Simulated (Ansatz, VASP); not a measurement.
W in VASP and in Ansatz

File INCAR:

```
ALGO     = Fast           # electronic algorithm
EDIFF    = 1E-6           # SCF threshold, eV
ENCUT    = 520            # plane-wave cutoff, eV
GGA      = PS             # functional
ISIF     = 2              # what is computed and relaxed
ISMEAR   = 0              # smearing method
LASPH    = True           # aspherical terms in the spheres
LCHARG   = True           # write CHGCAR
LELF     = True           # ELF
LREAL    = False          # projectors in reciprocal space
LVHAR    = True         
LWAVE    = False          # write WAVECAR
NBANDS   = 21             # bands
NELM     = 100            # most SCF steps
PREC     = Accurate       # precision mode
SIGMA    = 0.1            # smearing width, eV
```

Contents of KPOINTS:

```
k-points
0
Gamma
  9 9 4
```

Contents of POSCAR:

```
W
1.0
    2.9134635405      0.0000000000      0.0000000000
   -1.4567317703      2.5231334391      0.0000000000
    0.0000000000      0.0000000000      4.7287056219
W
2
Direct
    0.3333333333      0.6666666667      0.2500000000
    0.6666666667      0.3333333333      0.7500000000
```

Input for Ansatz:

```yaml
crystal:
  lattice:
    - [2.9134635405, 0.0, 0.0]
    - [-1.4567317703, 2.5231334391, 0.0]
    - [0.0, 0.0, 4.7287056219]
  atoms:
    - { symbol: W, position: [0.3333333333, 0.6666666667, 0.25] }
    - { symbol: W, position: [0.6666666667, 0.3333333333, 0.75] }
basis:
  ecutwfc: 420
kpoints:
  mp_grid: { grid: [9, 9, 4] }
hamiltonian:
  xc: pbesol
scf:
  occupations: { method: gaussian, width: 0.1 }
  lower_state_search: "off"
output:
  forces: true
  stress: true
  eigenvalues: true
```

Alike in both runs: task single point; functional PBEsol; k mesh 9 × 9 × 4; occupations gaussian, width 0.1 eV; no spin polarisation.

|  | VASP | Ansatz |
| --- | --- | --- |
| version | VASP 6.6.1 | Ansatz 0.2.0 |
| potentials or method | VASP PAW PBE potentials, release 64 (W_sv), cutoff 520 eV | scalar-relativistic, plane waves, PAW |
| valence electrons in the cell | 28 | 28 |

|  | VASP | Ansatz | Ansatz less VASP |
| --- | --- | --- | --- |
| gap on the k mesh at the Fermi level (eV) | none | none | - |
| pressure (GPa) | -20.8 | -21.2 | -0.38 |
| traceless stress, the component that is largest in VASP (GPa) | 11.07 | 10.99 | -0.088 |

VASP's potentials were made for PBE, not for PBEsol. A gap of «none» marks a metal or a gap that the smearing closes. With one functional, cell and mesh, what is left measures potentials, basis and numerics.

Neither program's run includes spin-orbit coupling.
